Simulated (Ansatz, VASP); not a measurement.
This is a calculation of PbF2 for Ansatz 0.2.0.

Contents of input.yaml:

```yaml
crystal:
  lattice:
    - [0.0, 2.96366, 2.96366]
    - [2.96366, 0.0, 2.96366]
    - [2.96366, 2.96366, 0.0]
  atoms:
    - { symbol: Pb, position: [0.0, 0.0, 0.0] }
    - { symbol: F, position: [0.75, 0.75, 0.75] }
    - { symbol: F, position: [0.25, 0.25, 0.25] }
hamiltonian:
  xc: lda
  pseudopotentials: { kind: paw }
kpoints:
  mp_grid: { grid: [8, 8, 8] }
scf:
  occupations: { method: fermi_dirac, width: 0.05 }
output:
  forces: true
  stress: true
relax:
  f_tol: 0.01
  max_steps: 40
  cell: { stress_tol: 0.05 }
```

Potentials or basis: Ansatz PAW.

The run is started by

```bash
$ ansatz run input.yaml --threads 2 --pin off --max-ram 5632MiB --backend cpu --events-out ev --progress --plain --runs-dir out
```

Question: Translate it to VASP 6.6.1. Potentials there: VASP PAW LDA potentials, release 64 (Pb_d, F).

Answer: As run (the cutoff follows the program's own potentials):

Contents of INCAR:

```
SYSTEM = PbF2
PREC = Accurate
ENCUT = 600
EDIFF = 1E-7
ISMEAR = -1
SIGMA = 0.05
LREAL = .False.
LASPH = .True.
NELM = 120
ALGO = Normal
ISIF = 3
LWAVE = .False.
LCHARG = .False.
IBRION = 2
NSW = 60
EDIFFG = -0.01
GGA_COMPAT = .False.
NELMIN = 4
```

File KPOINTS:

```
Automatic mesh
0
Gamma
  8 8 8
  0 0 0
```

File POSCAR:

```
PbF2
1.0
    0.0000000000      2.9636600000      2.9636600000
    2.9636600000      0.0000000000      2.9636600000
    2.9636600000      2.9636600000      0.0000000000
Pb F
1 2
Direct
    0.0000000000      0.0000000000      0.0000000000
    0.7500000000      0.7500000000      0.7500000000
    0.2500000000      0.2500000000      0.2500000000
```

Potentials or basis: VASP PAW LDA potentials, release 64 (Pb_d, F).

Command:

```console
$ cat potpaw_LDA.64/Pb_d/POTCAR potpaw_LDA.64/F/POTCAR > POTCAR
$ mpirun -np 1 vasp_std > vasp.out
```

Both were run:

|  | VASP | Ansatz | Ansatz less VASP |
| --- | --- | --- | --- |
| relaxed volume (Å³/atom) | 16.34 | 16.36 | +0.017 |
| relaxed length of the cell vector where the two differ most in proportion (Å) | 4.108 | 4.110 | +0.0014 |

LDA's correlation is that of Perdew and Zunger in VASP and of Perdew and Wang (1992) in Ansatz.

Neither program's run includes spin-orbit coupling. Noted on Ansatz's run: the plane-wave basis is chosen anew once the cell has moved, so the energies of steps on either side of that aren't comparable.
